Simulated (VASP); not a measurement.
# SiC5 (I-4m2) in VASP: relaxation of cell and atoms with PBE

Aim: the relaxation of cell and atoms of SiC5 with PBE.

Program: VASP 6.6.1. These are calculated values, not measurements. Logs are shortened: lines on timing, memory, paths and dates and some standing lists are left out, and cuts for length are marked.

**1. The cell of the first run**

It takes space group I-4m2 (No. 119, tetragonal). Conventional cell: a = 2.703 Å, b = 2.703 Å, c = 11.852 Å, α = 90.00°, β = 90.00°, γ = 90.00°. Si (site symmetry -4m2) has 4 C at 1.82 Å within 2.4 Å. C (site symmetry 2mm) has 2 C at 1.60 Å and 2 Si at 1.82 Å within 2.1 Å. C (site symmetry 2mm) has 4 C at 1.60 to 1.62 Å within 2.1 Å. Within 2.1 Å of C (site symmetry -4m2) lie 4 C at 1.62 Å.

**2. Relaxation of cell and atoms, PBE**

Input file INCAR:

```
SYSTEM = SiC5
ALGO = Normal
EDIFF = 1E-7
EDIFFG = -0.01
ENCUT = 600
GGA = PE
GGA_COMPAT = .False.
IBRION = 2
ISIF = 3
ISMEAR = 0
LASPH = .True.
LCHARG = .False.
LREAL = .False.
LWAVE = .False.
NELM = 120
NELMIN = 4
NSW = 100
PREC = Accurate
SIGMA = 0.02
```

Input file KPOINTS:

```
k-points
0
Gamma
  14 14 14
  0 0 0
```

Input file POSCAR:

```
SiC5
1.0
   -1.3516097563      1.3516097563      5.9259430381
    1.3516097563     -1.3516097563      5.9259430381
    1.3516097563      1.3516097563     -5.9259430381
Si C
1 5
Direct
    0.0000000000      0.0000000000      0.0000000000
    0.1027035483      0.6027035483      0.5000000000
    0.6753839100      0.6753839100      0.0000000000
    0.3972964517      0.8972964517      0.5000000000
    0.3246160900      0.3246160900      0.0000000000
    0.7500000000      0.2500000000      0.5000000000
```

Potentials or basis: VASP PAW PBE potentials, release 64 (Si, C).

Launch:

```console
> cat potpaw_PBE.64/Si/POTCAR potpaw_PBE.64/C/POTCAR > POTCAR
> mpirun -np 1 vasp_std > vasp.out
```

OUTCAR:

```text
SYSTEM = SiC5
   EDIFF = 1E-7
   EDIFFG = -0.01
   ENCUT = 600
   GGA = PE
   IBRION = 2
   ISIF = 3
   ISMEAR = 0
   LASPH = .True.
   LREAL = .False.
   NELM = 120
   NELMIN = 4
   NSW = 100
   PREC = Accurate

 ion  position               nearest neighbor table
   1  0.000  0.000  0.000-   4 1.82   2 1.82   2 1.82   4 1.82
   2  0.103  0.603  0.500-   3 1.60   3 1.60   1 1.82   1 1.82
   3  0.675  0.675  0.000-   2 1.60   2 1.60   6 1.62   6 1.62
   4  0.397  0.897  0.500-   5 1.60   5 1.60   1 1.82   1 1.82
   5  0.325  0.325  0.000-   4 1.60   4 1.60   6 1.62   6 1.62
   6  0.750  0.250  0.500-   5 1.62   3 1.62   5 1.62   3 1.62

  LATTYP: Found a body centered tetragonal cell.
 ALAT       =     2.7032195126
 C/A-ratio  =     4.3843594725

  Lattice vectors:

 A1 = (  -1.3516097563,   1.3516097563,   5.9259430381)
 A2 = (   1.3516097563,  -1.3516097563,   5.9259430381)
 A3 = (   1.3516097563,   1.3516097563,  -5.9259430381)

Analysis of symmetry for initial positions (statically):
=====================================================================
 Subroutine PRICEL returns:
 Original cell was already a primitive cell.

 Routine SETGRP: Setting up the symmetry group for a
 body centered tetragonal supercell.

 Subroutine GETGRP returns: Found  8 space group operations
 (whereof  8 operations were pure point group operations)
 out of a pool of 16 trial point group operations.

The static configuration has the point symmetry D_2d.

Analysis of symmetry for dynamics (positions and initial velocities):
=====================================================================
 Subroutine PRICEL returns:
 Original cell was already a primitive cell.

 Routine SETGRP: Setting up the symmetry group for a
 body centered tetragonal supercell.

 Subroutine GETGRP returns: Found  8 space group operations
 (whereof  8 operations were pure point group operations)
 out of a pool of 16 trial point group operations.

The dynamic configuration has the point symmetry D_2d.

 Subroutine INISYM returns: Found  8 space group operations
 (whereof  8 operations are pure point group operations),
 and found     1 'primitive' translations

----------------------------------------------------------------------------------------

                                     Primitive cell

  volume of cell :      43.3032

  direct lattice vectors                    reciprocal lattice vectors
    -1.351609756  1.351609756  5.925943038     0.000000000  0.369929262  0.084374756
     1.351609756 -1.351609756  5.925943038     0.369929262  0.000000000  0.084374756
     1.351609756  1.351609756 -5.925943038     0.369929262  0.369929262  0.000000000

  length of vectors
     6.226596081  6.226596081  6.226596081     0.379429517  0.379429517  0.523158980

  position of ions in fractional coordinates (direct lattice)
     0.000000000  0.000000000  0.000000000
     0.102703548  0.602703548  0.500000000
     0.675383910  0.675383910  0.000000000
     0.397296452  0.897296452  0.500000000
     0.324616090  0.324616090  0.000000000
     0.750000000  0.250000000  0.500000000

  ion indices of the primitive-cell ions
   primitive index   ion index
                 1           1
                 2           2
                 3           3
                 4           4
                 5           5
                 6           6

----------------------------------------------------------------------------------------

 KPOINTS: k-points

Automatic generation of k-mesh.
 Grid dimensions read from file:
 generate k-points for:   14   14   14

 Generating k-lattice:

  Cartesian coordinates                     Fractional coordinates (reciprocal lattice)
     0.000000000  0.026423519  0.006026768     0.071428571 -0.000000000  0.000000000
     0.026423519  0.000000000  0.006026768    -0.000000000  0.071428571  0.000000000
     0.026423519  0.026423519  0.000000000     0.000000000  0.000000000  0.071428571

  Length of vectors
     0.027102108  0.027102108  0.037368499

  Shift w.r.t. Gamma in fractional coordinates (k-lattice)
     0.000000000  0.000000000  0.000000000

 Subroutine IBZKPT returns following result:
 ===========================================

 Found    244 irreducible k-points:

 Following reciprocal coordinates:
            Coordinates               Weight
  0.000000  0.000000  0.000000      1.000000
  0.071429 -0.000000  0.000000      8.000000
  0.142857 -0.000000  0.000000      8.000000
  0.214286 -0.000000  0.000000      8.000000
  0.285714 -0.000000  0.000000      8.000000
  0.357143  0.000000 -0.000000      8.000000
[... 16 lines left out ...]
  0.214286  0.142857  0.000000     16.000000
  0.285714  0.142857  0.000000     16.000000
 [... further k-points ...]
   k-points           NKPTS =    244   k-points in BZ     NKDIM =    244   number of bands    NBANDS=     16
   number of dos      NEDOS =    301   number of ions     NIONS =      6
   total plane-waves  NPLWV = 125000
   dimension x,y,z NGX =    50 NGY =   50 NGZ =   50
   dimension x,y,z NGXF=   100 NGYF=  100 NGZF=  100
   ions per type =               1   5
   NGX,Y,Z   is equivalent  to a cutoff of  13.35, 13.35, 13.35 a.u.
   NGXF,Y,Z  is equivalent  to a cutoff of  26.70, 26.70, 26.70 a.u.
 SYSTEM =  SiC5
   PREC   = accura    normal or accurate (medium, high low for compatibility)
   ISTART =      0    job   : 0-new  1-cont  2-samecut
   ICHARG =      2    charge: 1-file 2-atom 10-const
   ISPIN  =      1    spin polarized calculation?
   LNONCOLLINEAR =      F non collinear calculations
   LSORBIT =      F    spin-orbit coupling
   LASPH  =      T    aspherical Exc in radial PAW
   ENCUT  =  600.0 eV  44.10 Ry    6.64 a.u.  12.44 12.44 12.44*2*pi/ulx,y,z
   NELM   =    120;   NELMIN=  4; NELMDL= -5     # of ELM steps
   EDIFF  = 0.1E-06   stopping-criterion for ELM
   LREAL  =      F    real-space projection
   EDIFFG = -.1E-01   stopping-criterion for IOM
   NSW    =    100    number of steps for IOM
   IBRION =      2    ionic relax: 0-MD 1-quasi-New 2-CG
   NFREE  =      1    steps in history (QN), initial steepest desc. (CG)
   ISIF   =      3    stress and relaxation
   ISYM   =      2    0-nonsym 1-usesym 2-fastsym
   POTIM  = 0.5000    time-step for ionic-motion
   TEBEG  =    0.0;   TEEND  =   0.0 temperature during run
   PSTRESS=    0.0 pullay stress
   NELECT =      24.0000    total number of electrons
   NUPDOWN=      -1.0000    fix difference up-down
   EMIN   =  10.00;   EMAX   =-10.00  energy-range for DOS
   EFERMI =   0.00;   METHOD = LEGACY
   ISMEAR =     0;   SIGMA  =   0.02  broadening in eV -4-tet -1-fermi 0-gaus
   EFERMI_NEDOS =   21; number of points for ismear=-14 and -15
   IALGO  =     38    algorithm
   IMIX   =      4    mixing-type and parameters
     AMIX     =   0.40;   BMIX     =  1.00
     AMIX_MAG =   1.60;   BMIX_MAG =  1.00
  volume/ion in A,a.u.               =       7.22        48.70
  Fermi-wavevector in a.u.,A,eV,Ry     =   1.344741  2.541191 24.603789  1.808328
  Thomas-Fermi vector in A             =   2.472710
   LORBIT       =      0    0 simple, 1 ext, 2 COOP (PROOUT), +10 PAW based schemes
   GGA     = PE    functional components
   LHFCALC =     F    Hartree Fock is set to
   AEXX    =    0.0000 exact exchange contribution
   IVDW    =     0    specifies the selected vdW correction
   LEPSILON=     F    determine dielectric tensor
   LRPA    =     F    only Hartree local field effects (RPA)
 conjugate gradient relaxation of ions
 non-spin polarized calculation
 Gauss-broadening in eV      SIGMA  =   0.02
  energy-cutoff  :      600.00
  volume of cell :       43.30
 maximum number of plane-waves:      1473
 NGX is ok and might be reduce to    50
   NGX = 25   NGY = 25   NGZ = 25

--------------------------------------- Ionic step        1  -------------------------------------------

 number of electron      24.0000000 magnetization

 Free energy of the ion-electron system (eV)
  ---------------------------------------------------
  ext. energy  EPLUGINS =         0.00000000
  ---------------------------------------------------
  free energy    TOTEN  =       -48.75861860 eV

  energy without entropy =      -48.75861860  energy(sigma->0) =      -48.75861860

------------------------ aborting loop because EDIFF is reached ----------------------------------------

  FORCE on cell =-STRESS in cart. coord.  units (eV):
  Direction    XX          YY          ZZ          XY          YZ          ZX
  --------------------------------------------------------------------------------------
  -------------------------------------------------------------------------------------
  Total       -0.1852174     -0.1852174     -0.1782864      0.0000000      0.0000000      0.0000000
  in kB       -6.8528669     -6.8528669     -6.5964259      0.0000000      0.0000000      0.0000000
  external PRESSURE =      -6.7673866 kB  Pullay stress =       0.0000000 kB
[... 185 lines left out ...]
  energy  without entropy=      -48.7588390802  energy(sigma->0) =      -48.75883908

--------------------------------------- Ionic step        6  -------------------------------------------

 number of electron      24.0000000 magnetization

 Free energy of the ion-electron system (eV)
  ---------------------------------------------------
  ext. energy  EPLUGINS =         0.00000000
  ---------------------------------------------------
  free energy    TOTEN  =       -48.75884522 eV

  energy without entropy =      -48.75884522  energy(sigma->0) =      -48.75884522

 E-fermi :  10.1100     XC(G=0): -12.4426

 val. band max:        9.9912769010   @ k =   0.0000   0.0000   0.0000
 cond. band min:      11.4923832097   @ k =   0.5000   0.5000   0.0000
 fundamental gap:      1.5011063087
 Fermi energy:        10.1099669548

 k-point     1 :       0.0000    0.0000    0.0000
  band No.  band energies     occupation
      1     -10.1176      2.00000
      2      -6.9766      2.00000
      3      -5.6686      2.00000
      4       2.0549      2.00000
      5       2.8272      2.00000
      6       3.7123      2.00000
[... 8 lines left out ...]
     15      14.4737      0.00000
     16      14.7247      0.00000
[... 420 lines left out ...]
  band No.  band energies     occupation
      1      -8.4029      2.00000
      2      -6.1724      2.00000
      3      -3.5295      2.00000
      4      -0.9891      2.00000
      5       0.6708      2.00000
      6       2.2901      2.00000
[... 8 lines left out ...]
     15      16.1582      0.00000
     16      16.6303      0.00000

 [... further k-points ...]

------------------------ aborting loop because EDIFF is reached ----------------------------------------

  FORCE on cell =-STRESS in cart. coord.  units (eV):
  Direction    XX          YY          ZZ          XY          YZ          ZX
  --------------------------------------------------------------------------------------
  -------------------------------------------------------------------------------------
  Total       -0.0031819     -0.0031819      0.0020093      0.0000000      0.0000000      0.0000000
  in kB       -0.1179629     -0.1179629      0.0744910      0.0000000      0.0000000      0.0000000
  external PRESSURE =      -0.0538116 kB  Pullay stress =       0.0000000 kB
[... 21 lines left out ...]
  FREE ENERGIE OF THE ION-ELECTRON SYSTEM (eV)
  ---------------------------------------------------
  free  energy   TOTEN  =       -48.7588452245 eV

  energy  without entropy=      -48.7588452245  energy(sigma->0) =      -48.75884522

 reached required accuracy - stopping structural energy minimisation
```

It took 15 min on 1 thread of Intel Xeon 6975P-C (Granite Rapids), shared host; peak memory 0.48 GiB.

Results:

```
Free energy                           : -48.7588 eV
Relaxed volume                        : 7.20 Å³/atom
Relaxed cell                          : a = 6.223 Å, b = 6.223 Å, c = 6.223 Å, α = 154.93°, β = 154.93°, γ = 35.75°
Space group after relaxing (to 0.1 Å) : I-4m2 (No. 119)
Energy gained by relaxing             : 0.0 meV/atom
Ionic steps                           : 6
Pressure after relaxing               : 0.0 GPa
Band gap on the k mesh                : 1.50 eV (least direct gap 2.21 eV)
```

Step by step:
```
step  energy change (eV)  largest force (eV/Å)  pressure (GPa)  volume (Å³)
   1              0.0000                0.0410           -0.68        43.30
   2              0.0002                0.0772            0.82        43.11
   3             -0.0002                0.0112           -0.04        43.22
   4             -0.0002                0.0104           -0.06        43.22
   5             -0.0002                0.0135            0.05        43.21
   6             -0.0002                0.0005           -0.01        43.22
```

Final structure:
```
Si C
1.0
    -1.35069    1.35069    5.92208
     1.35069   -1.35069    5.92208
     1.35069    1.35069   -5.92208
Si C
1 5
Direct
  0.00000 0.00000 0.00000
  0.10265 0.60265 0.50000
  0.67541 0.67541 0.00000
  0.39735 0.89735 0.50000
  0.32459 0.32459 0.00000
  0.75000 0.25000 0.50000
```

Levels at points of the mesh, in eV from the valence-band top:
| k point | band 8 | band 9 | band 10 | band 11 | band 12 | band 13 | band 14 | band 15 | band 16 |
| --- | --- | --- | --- | --- | --- | --- | --- | --- | --- |
| (0.00, 0.00, 0.00) | -4.29 | -4.29 | -0.89 | 0.00 | 0.00 | 2.21 | 2.51 | 4.48 | 4.73 |
| (0.50, 0.00, 0.00) | -5.18 | -4.18 | -4.09 | -3.01 | -0.55 | 3.63 | 5.25 | 5.45 | 6.03 |
| (0.50, 0.50, 0.00) | -7.39 | -7.17 | -7.07 | -5.91 | -5.27 | 1.50 | 2.56 | 3.20 | 5.98 |
| (0.50, 0.50, 0.50) | -3.85 | -3.55 | -2.63 | -0.73 | -0.73 | 2.08 | 2.71 | 3.85 | 4.01 |
